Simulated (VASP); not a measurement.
# TaN (P6/mmm) in VASP: settings compared

Aim: see how the results for TaN move with the level of theory and the settings. Levels: LDA, revPBE+D3(BJ), RPBE. Tasks: single point, relaxation of cell and atoms.

All numbers are computed with VASP 6.6.1; they aren't measurements. Logs are shortened: lines on timing, memory, paths and dates and some standing lists are left out, and cuts for length are marked.

### Step 1. The cell of the first run

The structure is hexagonal, space group P6/mmm (No. 191). Conventional cell: a = 5.166 Å, b = 5.166 Å, c = 2.889 Å, α = 90.00°, β = 90.00°, γ = 120.00°. Ta (site symmetry 6/mmm) has 6 N at 2.58 Å and 14 Ta at 2.89 to 3.31 Å within 3.4 Å. Ta (site symmetry -6m2) has 6 N at 2.08 Å within 2.7 Å. N (site symmetry mmm) has 6 Ta at 2.08 to 2.58 Å and 4 N at 2.58 Å within 2.7 Å.

### Step 2. Single point, LDA

INCAR

```
ALGO     = Normal         # electronic algorithm
EDIFF    = 1E-7           # SCF threshold, eV
ENCUT    = 520            # plane-wave cutoff, eV
ISIF     = 2              # what is computed and relaxed
ISMEAR   = 1              # smearing method
LASPH    = T              # aspherical terms in the spheres
LCHARG   = F              # write CHGCAR
LREAL    = F              # projectors in reciprocal space
LWAVE    = F              # write WAVECAR
NBANDS   = 33             # bands
NELM     = 60             # most SCF steps
PREC     = Accurate       # precision mode
SIGMA    = 0.15           # smearing width, eV
```

KPOINTS

```
k-points
0
Gamma
  5 5 8
```

POSCAR

```
TaN
1.0
    5.1663551312      0.0000000000      0.0000000000
   -2.5831775656      4.4741947886      0.0000000000
    0.0000000000      0.0000000000      2.8890854926
Ta N
3 3
Direct
    0.0000000000      0.0000000000      0.0000000000
    0.3333333333      0.6666666667      0.5000000000
    0.6666666667      0.3333333333      0.5000000000
    0.5000000000      0.0000000000      0.0000000000
    0.5000000000      0.5000000000      0.0000000000
    0.0000000000      0.5000000000      0.0000000000
```

Potentials or basis: VASP PAW LDA potentials, release 64 (Ta_pv, N).

On the command line:

```bash
$ cat potpaw_LDA.64/Ta_pv/POTCAR potpaw_LDA.64/N/POTCAR > POTCAR
$ mpirun -np 1 vasp_std > vasp.out
```

OUTCAR:

```text
EDIFF = 1E-7
   ENCUT = 520
   ISIF = 2
   ISMEAR = 1
   LASPH = T
   LREAL = F
   NELM = 60
   PREC = Accurate

 ion  position               nearest neighbor table
   1  0.000  0.000  0.000-   4 2.58   4 2.58   6 2.58   6 2.58   5 2.58   5 2.58   3 3.31   3 3.31
                             2 3.31   2 3.31   2 3.31   3 3.31   2 3.31   3 3.31   2 3.31   3 3.31
   2  0.333  0.667  0.500-   6 2.08   6 2.08   4 2.08   4 2.08   5 2.08   5 2.08   3 2.98   3 2.98
                             3 2.98   1 3.31   1 3.31   1 3.31   1 3.31   1 3.31   1 3.31
   3  0.667  0.333  0.500-   6 2.08   6 2.08   4 2.08   4 2.08   5 2.08   5 2.08   2 2.98   2 2.98
                             2 2.98   1 3.31   1 3.31   1 3.31   1 3.31   1 3.31   1 3.31
   4  0.500  0.000  0.000-   2 2.08   3 2.08   2 2.08   3 2.08   1 2.58   1 2.58
   5  0.500  0.500  0.000-   2 2.08   3 2.08   2 2.08   3 2.08   1 2.58   1 2.58
   6  0.000  0.500  0.000-   2 2.08   3 2.08   2 2.08   3 2.08   1 2.58   1 2.58

  LATTYP: Found a hexagonal cell.
 ALAT       =     5.1663551312
 C/A-ratio  =     0.5592115562

  Lattice vectors:

 A1 = (   5.1663551312,   0.0000000000,   0.0000000000)
 A2 = (  -2.5831775656,   4.4741947886,   0.0000000000)
 A3 = (   0.0000000000,   0.0000000000,   2.8890854926)

Analysis of symmetry for initial positions (statically):
=====================================================================
 Subroutine PRICEL returns:
 Original cell was already a primitive cell.

 Routine SETGRP: Setting up the symmetry group for a
 hexagonal supercell.

 Subroutine GETGRP returns: Found 24 space group operations
 (whereof 24 operations were pure point group operations)
 out of a pool of 24 trial point group operations.

The static configuration has the point symmetry D_6h.

Analysis of symmetry for dynamics (positions and initial velocities):
=====================================================================
 Subroutine PRICEL returns:
 Original cell was already a primitive cell.

 Routine SETGRP: Setting up the symmetry group for a
 hexagonal supercell.

 Subroutine GETGRP returns: Found 24 space group operations
 (whereof 24 operations were pure point group operations)
 out of a pool of 24 trial point group operations.

The dynamic configuration has the point symmetry D_6h.

 Subroutine INISYM returns: Found 24 space group operations
 (whereof 24 operations are pure point group operations),
 and found     1 'primitive' translations

----------------------------------------------------------------------------------------

                                     Primitive cell

  volume of cell :      66.7820

  direct lattice vectors                    reciprocal lattice vectors
     5.166355131  0.000000000  0.000000000     0.193560058  0.111751952  0.000000000
    -2.583177566  4.474194789  0.000000000     0.000000000  0.223503903  0.000000000
     0.000000000  0.000000000  2.889085493     0.000000000  0.000000000  0.346130290

  length of vectors
     5.166355131  5.166355131  2.889085493     0.223503903  0.223503903  0.346130290

  position of ions in fractional coordinates (direct lattice)
     0.000000000  0.000000000  0.000000000
     0.333333333  0.666666667  0.500000000
     0.666666667  0.333333333  0.500000000
     0.500000000  0.000000000  0.000000000
     0.500000000  0.500000000  0.000000000
     0.000000000  0.500000000  0.000000000

  ion indices of the primitive-cell ions
   primitive index   ion index
                 1           1
                 2           2
                 3           3
                 4           4
                 5           5
                 6           6

----------------------------------------------------------------------------------------

 KPOINTS: k-points

Automatic generation of k-mesh.
 Grid dimensions read from file:
 generate k-points for:    5    5    8

 Generating k-lattice:

  Cartesian coordinates                     Fractional coordinates (reciprocal lattice)
     0.038712012  0.022350390  0.000000000     0.200000000  0.000000000  0.000000000
     0.000000000  0.044700781  0.000000000     0.000000000  0.200000000  0.000000000
     0.000000000  0.000000000  0.043266286     0.000000000  0.000000000  0.125000000

  Length of vectors
     0.044700781  0.044700781  0.043266286

  Shift w.r.t. Gamma in fractional coordinates (k-lattice)
     0.000000000  0.000000000  0.000000000

 Subroutine IBZKPT returns following result:
 ===========================================

 Found     25 irreducible k-points:

 Following reciprocal coordinates:
            Coordinates               Weight
  0.000000  0.000000  0.000000      1.000000
  0.200000  0.000000  0.000000      6.000000
  0.400000  0.000000  0.000000      6.000000
  0.200000  0.200000  0.000000      6.000000
  0.400000  0.200000  0.000000      6.000000
  0.000000  0.000000  0.125000      2.000000
[... 16 lines left out ...]
  0.400000  0.000000  0.500000      6.000000
  0.200000  0.200000  0.500000      6.000000
   k-points           NKPTS =     25   k-points in BZ     NKDIM =     25   number of bands    NBANDS=     33
   number of dos      NEDOS =    301   number of ions     NIONS =      6
   total plane-waves  NPLWV =  38400
   dimension x,y,z NGX =    40 NGY =   40 NGZ =   24
   dimension x,y,z NGXF=    80 NGYF=   80 NGZF=   48
   ions per type =               3   3
   NGX,Y,Z   is equivalent  to a cutoff of  12.87, 12.87, 13.81 a.u.
   NGXF,Y,Z  is equivalent  to a cutoff of  25.74, 25.74, 27.62 a.u.
 SYSTEM =  unknown system
   PREC   = accura    normal or accurate (medium, high low for compatibility)
   ISTART =      0    job   : 0-new  1-cont  2-samecut
   ICHARG =      2    charge: 1-file 2-atom 10-const
   ISPIN  =      1    spin polarized calculation?
   LNONCOLLINEAR =      F non collinear calculations
   LSORBIT =      F    spin-orbit coupling
   LASPH  =      T    aspherical Exc in radial PAW
   ENCUT  =  520.0 eV  38.22 Ry    6.18 a.u.   9.61  9.61  5.37*2*pi/ulx,y,z
   NELM   =     60;   NELMIN=  2; NELMDL= -5     # of ELM steps
   EDIFF  = 0.1E-06   stopping-criterion for ELM
   LREAL  =      F    real-space projection
   EDIFFG = 0.1E-05   stopping-criterion for IOM
   NSW    =      0    number of steps for IOM
   IBRION =     -1    ionic relax: 0-MD 1-quasi-New 2-CG
   NFREE  =      0    steps in history (QN), initial steepest desc. (CG)
   ISIF   =      2    stress and relaxation
   ISYM   =      2    0-nonsym 1-usesym 2-fastsym
   POTIM  = 0.5000    time-step for ionic-motion
   TEBEG  =    0.0;   TEEND  =   0.0 temperature during run
   PSTRESS=    0.0 pullay stress
   NELECT =      48.0000    total number of electrons
   NUPDOWN=      -1.0000    fix difference up-down
   EMIN   =  10.00;   EMAX   =-10.00  energy-range for DOS
   EFERMI =   0.00;   METHOD = LEGACY
   ISMEAR =     1;   SIGMA  =   0.15  broadening in eV -4-tet -1-fermi 0-gaus
   EFERMI_NEDOS =   21; number of points for ismear=-14 and -15
   IALGO  =     38    algorithm
   IMIX   =      4    mixing-type and parameters
     AMIX     =   0.40;   BMIX     =  1.00
     AMIX_MAG =   1.60;   BMIX_MAG =  1.00
  volume/ion in A,a.u.               =      11.13        75.11
  Fermi-wavevector in a.u.,A,eV,Ry     =   1.466455  2.771198 29.259195  2.150490
  Thomas-Fermi vector in A             =   2.582190
   LORBIT       =      0    0 simple, 1 ext, 2 COOP (PROOUT), +10 PAW based schemes
   GGA     = CA    functional components
   LHFCALC =     F    Hartree Fock is set to
   AEXX    =    0.0000 exact exchange contribution
   IVDW    =     0    specifies the selected vdW correction
   LEPSILON=     F    determine dielectric tensor
   LRPA    =     F    only Hartree local field effects (RPA)
 non-spin polarized calculation
 Methfessel and Paxton  Order N= 1 SIGMA  =   0.15
  energy-cutoff  :      520.00
  volume of cell :       66.78
 maximum number of plane-waves:      1826
 NGX is ok and might be reduce to    40
   NGX = 19   NGY = 19   NGZ = 11

 number of electron      48.0000002 magnetization

 Free energy of the ion-electron system (eV)
  ---------------------------------------------------
  ext. energy  EPLUGINS =         0.00000000
  ---------------------------------------------------
  free energy    TOTEN  =       -71.35032452 eV

  energy without entropy =      -71.34641510  energy(sigma->0) =      -71.34902138

 E-fermi :   8.2600     XC(G=0): -13.3590

 val. band max:        8.2326157223   @ k =   0.2000   0.0000   0.3750
 cond. band min:       8.2652169442   @ k =   0.2000   0.0000   0.2500
 fundamental gap:      0.0326012219
 Fermi energy:         8.2599545997

 k-point     1 :       0.0000    0.0000    0.0000
  band No.  band energies     occupation
      1     -27.7749      2.00000
      2     -27.7749      2.00000
      3     -27.3582      2.00000
      4     -27.3582      2.00000
      5     -27.1328      2.00000
      6     -26.9978      2.00000
[... 25 lines left out ...]
     32      11.5387      0.00000
     33      11.5387      0.00000

 k-point     2 :       0.2000    0.0000    0.0000
  band No.  band energies     occupation
      1     -27.8051      2.00000
      2     -27.7557      2.00000
      3     -27.3360      2.00000
      4     -27.3157      2.00000
      5     -27.1200      2.00000
      6     -27.0448      2.00000
[... 25 lines left out ...]
     32      11.6928      0.00000
     33      11.8839      0.00000
[... 754 lines left out ...]
     32      12.4361      0.00000
     33      13.8922      0.00000

 k-point    24 :       0.2000    0.2000    0.5000
  band No.  band energies     occupation
      1     -28.1031      2.00000
      2     -27.9622      2.00000
      3     -27.6356      2.00000
      4     -27.5060      2.00000
      5     -27.2586      2.00000
      6     -27.1163      2.00000
[... 25 lines left out ...]
     32      12.2428      0.00000
     33      13.7179      0.00000

 [... further k-points ...]

------------------------ aborting loop because EDIFF is reached ----------------------------------------

  FORCE on cell =-STRESS in cart. coord.  units (eV):
  Direction    XX          YY          ZZ          XY          YZ          ZX
  --------------------------------------------------------------------------------------
  -------------------------------------------------------------------------------------
  Total        0.6583797      0.6583797      0.9757457      0.0000000      0.0000000      0.0000000
  in kB       15.7952854     15.7952854     23.4092615      0.0000000      0.0000000      0.0000000
  external PRESSURE =      18.3332774 kB  Pullay stress =       0.0000000 kB

 VOLUME and BASIS-vectors are now :
 -----------------------------------------------------------------------------
  energy-cutoff  :      520.00
  volume of cell :       66.78
      direct lattice vectors                 reciprocal lattice vectors
     5.166355131  0.000000000  0.000000000     0.193560058  0.111751952  0.000000000
    -2.583177566  4.474194789  0.000000000     0.000000000  0.223503903  0.000000000
     0.000000000  0.000000000  2.889085493     0.000000000  0.000000000  0.346130290

 POSITION                                       TOTAL-FORCE (eV/Angst)
 -----------------------------------------------------------------------------------
      0.00000      0.00000      0.00000         0.000000      0.000000      0.000000
     -0.00000      2.98280      1.44454         0.000000     -0.000000      0.000000
      2.58318      1.49140      1.44454        -0.000000      0.000000     -0.000000
      2.58318      0.00000      0.00000         0.000000      0.000000      0.000000
      1.29159      2.23710      0.00000         0.000000      0.000000      0.000000
     -1.29159      2.23710      0.00000         0.000000      0.000000      0.000000
 -----------------------------------------------------------------------------------
    total drift:                               -0.000000      0.000000     -0.000000

  FREE ENERGIE OF THE ION-ELECTRON SYSTEM (eV)
  ---------------------------------------------------
  free  energy   TOTEN  =       -71.3503245164 eV

  energy  without entropy=      -71.3464151038  energy(sigma->0) =      -71.34902138
```

Wall time 38 s (1 thread of Intel Xeon Platinum 8488C (Sapphire Rapids), shared host); peak memory 0.18 GiB.

Results:

```
Free energy            : -71.3503 eV
Pressure               : 1.8 GPa
Band gap on the k mesh : zero (bands 24 and 25 overlap by 2.21 eV)
```

Levels at points of the mesh, in eV from the Fermi level:
```
           k point  band 22  band 23  band 24  band 25  band 26  band 27
(0.00, 0.00, 0.00)    -2.58    -2.17    -1.37    -1.37     0.77     0.77
(0.00, 0.00, 0.50)    -3.18    -1.98     0.84     0.84     1.54     1.78
```

Caveat: spin-orbit coupling is left out, which moves the levels of the heavy elements.

### Step 3. Single point, revPBE+D3(BJ)

This run uses another cell than the first one, of 11.32 Å³/atom.

INCAR

```
SYSTEM = TaN
ALGO     = Normal         ! electronic algorithm
EDIFF    = 1E-7           ! SCF threshold, eV
ENCUT    = 520            ! plane-wave cutoff, eV
GGA      = RE             ! functional
ISIF     = 2              ! what is computed and relaxed
ISMEAR   = 1              ! smearing method
IVDW     = 12             ! dispersion correction
LASPH    = .TRUE.         ! aspherical terms in the spheres
LCHARG   = .TRUE.         ! write CHGCAR
LELF     = .TRUE.         ! ELF
LREAL    = .FALSE.        ! projectors in reciprocal space
LVHAR    = .TRUE.       
LWAVE    = .FALSE.        ! write WAVECAR
NBANDS   = 33             ! bands
NELM     = 80             ! most SCF steps
PREC     = Accurate       ! precision mode
SIGMA    = 0.15           ! smearing width, eV
```

KPOINTS

```
k-points
0
G
  5 5 8
  0 0 0
```

Edit POSCAR of step 2 so:

```diff
@@ -2,5 +2,5 @@
 1.0
-    5.1663551312      0.0000000000      0.0000000000
-   -2.5831775656      4.4741947886      0.0000000000
-    0.0000000000      0.0000000000      2.8890854926
+    5.1888503927      0.0000000000      0.0000000000
+   -2.5944251963      4.4936762565      0.0000000000
+    0.0000000000      0.0000000000      2.9134234984
 Ta N
```

Potentials or basis: VASP PAW PBE potentials, release 64 (Ta_pv, N).

On the command line:

```bash
$ cat potpaw_PBE.64/Ta_pv/POTCAR potpaw_PBE.64/N/POTCAR > POTCAR
$ mpirun -np 1 vasp_std > vasp.out
```

OUTCAR:

```text
SYSTEM = TaN
   EDIFF = 1E-7
   ENCUT = 520
   GGA = RE
   ISIF = 2
   ISMEAR = 1
   IVDW = 12
   LASPH = .TRUE.
   LREAL = .FALSE.
   NELM = 80
   PREC = Accurate
 IVDW          = 12

 ion  position               nearest neighbor table
   1  0.000  0.000  0.000-   6 2.59   6 2.59   4 2.59   4 2.59   5 2.59   5 2.59   3 3.33   3 3.33
                             2 3.33   2 3.33   2 3.33   3 3.33   2 3.33   3 3.33   2 3.33   3 3.33
   2  0.333  0.667  0.500-   4 2.09   4 2.09   6 2.09   6 2.09   5 2.09   5 2.09   3 3.00   3 3.00
                             3 3.00   1 3.33   1 3.33   1 3.33   1 3.33   1 3.33   1 3.33
   3  0.667  0.333  0.500-   4 2.09   4 2.09   6 2.09   6 2.09   5 2.09   5 2.09   2 3.00   2 3.00
                             2 3.00   1 3.33   1 3.33   1 3.33   1 3.33   1 3.33   1 3.33
   4  0.500  0.000  0.000-   2 2.09   3 2.09   2 2.09   3 2.09   1 2.59   1 2.59
   5  0.500  0.500  0.000-   2 2.09   3 2.09   2 2.09   3 2.09   1 2.59   1 2.59
   6  0.000  0.500  0.000-   2 2.09   3 2.09   2 2.09   3 2.09   1 2.59   1 2.59

  LATTYP: Found a hexagonal cell.
 ALAT       =     5.1888503927
 C/A-ratio  =     0.5614776449

  Lattice vectors:

[... 189 lines left out ...]
 cond. band min:       8.3492566622   @ k =   0.2000   0.0000   0.2500
 fundamental gap:      0.1062675823
 Fermi energy:         8.2804548817

 k-point     1 :       0.0000    0.0000    0.0000
  band No.  band energies     occupation
      1     -27.9832      2.00000
      2     -27.9832      2.00000
      3     -27.5943      2.00000
      4     -27.5943      2.00000
      5     -27.3691      2.00000
      6     -27.2614      2.00000
[... 853 lines left out ...]
     32      12.2059      0.00000
     33      13.6126      0.00000

 [... further k-points ...]

------------------------ aborting loop because EDIFF is reached ----------------------------------------

 Edisp (eV)   -4.93119

 E8    (eV) :    -3.5044

  FORCE on cell =-STRESS in cart. coord.  units (eV):
  Direction    XX          YY          ZZ          XY          YZ          ZX
  --------------------------------------------------------------------------------------
  -------------------------------------------------------------------------------------
  Total       0.27285     0.27285     0.51006     0.00000    -0.00000     0.00000
  in kB       6.43523     6.43523    12.02974     0.00000    -0.00000     0.00000
  external pressure =        8.30 kB  Pullay stress =        0.00 kB

 VOLUME and BASIS-vectors are now :
 -----------------------------------------------------------------------------
  energy-cutoff  :      520.00
  volume of cell :       67.93
      direct lattice vectors                 reciprocal lattice vectors
     5.188850393  0.000000000  0.000000000     0.192720916  0.111267473  0.000000000
    -2.594425196  4.493676256  0.000000000     0.000000000  0.222534945  0.000000000
     0.000000000  0.000000000  2.913423498     0.000000000  0.000000000  0.343238805

 POSITION                                       TOTAL-FORCE (eV/Angst)
 -----------------------------------------------------------------------------------
      0.00000      0.00000      0.00000         0.000000      0.000000      0.000000
     -0.00000      2.99578      1.45671         0.000000     -0.000000      0.000000
      2.59443      1.49789      1.45671        -0.000000      0.000000      0.000000
      2.59443      0.00000      0.00000         0.000000      0.000000      0.000000
      1.29721      2.24684      0.00000         0.000000      0.000000      0.000000
     -1.29721      2.24684      0.00000         0.000000      0.000000      0.000000
 -----------------------------------------------------------------------------------
    total drift:                               -0.000000      0.000000     -0.000000

  FREE ENERGIE OF THE ION-ELECTRON SYSTEM (eV)
  ---------------------------------------------------
  free  energy   TOTEN  =       -67.1313697222 eV

  energy  without entropy=      -67.1301339718  energy(sigma->0) =      -67.13095781
```

stdout:

```text
POSCAR found type information on POSCAR TaN
 POSCAR found :  2 types and       6 ions
 scaLAPACK will be used
 -----------------------------------------------------------------------------
|                                                                             |
|                                                                             |
|     You enforced a specific xc type in the INCAR file but a different       |
|     I HOPE YOU KNOW WHAT YOU ARE DOING!                                     |
|                                                                             |
 -----------------------------------------------------------------------------

 LDA part: xc-table for (Slater+PW92), standard interpolation
 POSCAR, INCAR and KPOINTS ok, starting setup
 FFT: planning ... GRIDC
 FFT: planning ... GRID_SOFT
 FFT: planning ... GRID
 WAVECAR not read
 entering main loop
```

Run time: 57 s. Hardware: 1 thread of Intel Xeon Platinum 8488C (Sapphire Rapids), shared host; peak memory 0.22 GiB.

Results:

* Free energy: -67.1314 eV
* Pressure: 0.8 GPa
* Band gap on the k mesh: zero (bands 24 and 25 overlap by 2.12 eV)
* Dispersion energy per atom: -0.822 eV

Stress tensor (GPa, compression positive):
```
0.64 0.00 0.00
0.00 0.64 0.00
0.00 0.00 1.20
```

Levels at points of the mesh, in eV from the Fermi level:
| k point | band 22 | band 23 | band 24 | band 25 | band 26 | band 27 |
| --- | --- | --- | --- | --- | --- | --- |
| (0.00, 0.00, 0.00) | -2.52 | -2.07 | -1.23 | -1.23 | 0.80 | 0.80 |
| (0.00, 0.00, 0.50) | -3.12 | -1.94 | 0.89 | 0.89 | 1.41 | 1.81 |

Caveat: the PAW data sets were made with another functional, which shifts forces and pressure a little; spin-orbit coupling is left out, which moves the levels of the heavy elements.

(Continued in part 2 of 2.)

The gap in the log of VASP goes by the Fermi energy; the results here count the filled bands.